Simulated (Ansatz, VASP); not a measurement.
# ZrS in VASP and in Ansatz

File POSCAR:

```
ZrS
1.0
    0.0000000000      2.5340905666      2.5732775342
    2.5340905666      0.0000000000      2.5732775342
    2.5340905666      2.5340905666      0.0000000000
Zr S
1 1
Direct
    0.0000000000      0.0000000000      0.0000000000
    0.5000000000      0.5000000000      0.5000000000
```

INCAR.step1

```
PREC     = Accurate       # precision mode
ENCUT    = 520            # plane-wave cutoff, eV
ISMEAR   = 0              # smearing method
SIGMA    = 0.15           # smearing width, eV
LREAL    = F              # projectors in reciprocal space
LASPH    = T              # aspherical terms in the spheres
NELM     = 80             # most SCF steps
NBANDS   = 16             # bands
GGA      = PE             # functional
ALGO     = Normal         # electronic algorithm
EDIFF    = 1E-4           # SCF threshold, eV
LWAVE    = T              # write WAVECAR
LCHARG   = F              # write CHGCAR
```

INCAR.step2

```
PREC     = Accurate       # precision mode
ENCUT    = 520            # plane-wave cutoff, eV
EDIFF    = 1E-7           # SCF threshold, eV
ISMEAR   = 0              # smearing method
SIGMA    = 0.15           # smearing width, eV
LREAL    = F              # projectors in reciprocal space
LASPH    = T              # aspherical terms in the spheres
NELM     = 80             # most SCF steps
ALGO     = Normal         # electronic algorithm
ISIF     = 2              # what is computed and relaxed
LWAVE    = F              # write WAVECAR
LCHARG   = F              # write CHGCAR
METAGGA  = R2SCAN         # meta-GGA
LMIXTAU  = T            
NBANDS   = 16             # bands
ISTART   = 1
```

File KPOINTS:

```
regular mesh
0
Gamma
  20 20 20
```

Input for Ansatz:

```yaml
crystal:
  lattice:
    - [0.0, 2.5340905666, 2.5732775342]
    - [2.5340905666, 0.0, 2.5732775342]
    - [2.5340905666, 2.5340905666, 0.0]
  atoms:
    - { symbol: Zr, position: [0.0, 0.0, 0.0] }
    - { symbol: S, position: [0.5, 0.5, 0.5] }
basis:
  ecutwfc: 500
kpoints:
  mp_grid: { grid: [20, 20, 20] }
hamiltonian:
  xc: r2scan
scf:
  occupations: { method: gaussian, width: 0.15 }
output:
  forces: true
  stress: true
  eigenvalues: true
```

Change from the starting cell: strain -0.030 along x and y, -0.015 along z, atoms carried along.

Alike in both runs: task single point; functional r2SCAN; k mesh 20 × 20 × 20; occupations gaussian, width 0.15 eV; no spin polarisation.

|  | VASP | Ansatz |
| --- | --- | --- |
| version | VASP 6.6.1 | Ansatz 0.2.0 |
| potentials or method | VASP PAW PBE potentials, release 64 (Zr_sv, S), cutoff 520 eV | scalar-relativistic, plane waves, PAW |
| valence electrons in the cell | 18 | 18 |

|  | VASP | Ansatz | Ansatz less VASP |
| --- | --- | --- | --- |
| gap on the k mesh at the Fermi level (eV) | none | none | - |
| pressure (GPa) | 12.6 | 12.6 | +0.01 |
| traceless stress, the component that is largest in VASP (GPa) | -3.96 | -3.96 | +0.008 |

VASP's potentials were made for PBE, not for r2SCAN. A gap of «none» marks a metal or a gap that the smearing closes.
